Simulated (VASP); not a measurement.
A run of VASP 6.6.1:

File INCAR:

```
SYSTEM = Ta
PREC     = Accurate       ! precision mode
ENCUT    = 520            ! plane-wave cutoff, eV
EDIFF    = 1E-7           ! SCF threshold, eV
ISMEAR   = 0              ! smearing method
SIGMA    = 0.15           ! smearing width, eV
LREAL    = .False.        ! projectors in reciprocal space
LASPH    = .True.         ! aspherical terms in the spheres
NELM     = 80             ! most SCF steps
ALGO     = Fast           ! electronic algorithm
ISIF     = 2              ! what is computed and relaxed
LWAVE    = .False.        ! write WAVECAR
LCHARG   = .True.         ! write CHGCAR
GGA      = PS             ! functional
LELF     = .True.         ! ELF
LVHAR    = .True.       
NBANDS   = 12             ! bands
```

File KPOINTS:

```
regular mesh
0
Gamma
  20 20 20
  0 0 0
```

Contents of POSCAR:

```
Ta
1.0
   -1.6760492000      1.6265108000      1.6512800000
    1.6760492000     -1.6265108000      1.6512800000
    1.6760492000      1.6265108000     -1.6512800000
Ta
1
Direct
    0.0000000000      0.0000000000      0.0000000000
```

Potentials or basis: VASP PAW PBE potentials, release 64 (Ta_pv).

Command:

```bash
$ cat potpaw_PBE.64/Ta_pv/POTCAR > POTCAR
$ mpirun -np 1 vasp_std > vasp.out
```

Hardware: 1 thread of Intel(R) Xeon(R) Platinum 8488C (Sapphire Rapids), on a shared host.

Estimate the wall time of this run.

It took 2.3 min on 1 thread of Intel(R) Xeon(R) Platinum 8488C (Sapphire Rapids), on a shared host, peak memory 0.35 GiB. Counts: scf iterations 15, k points 1166.
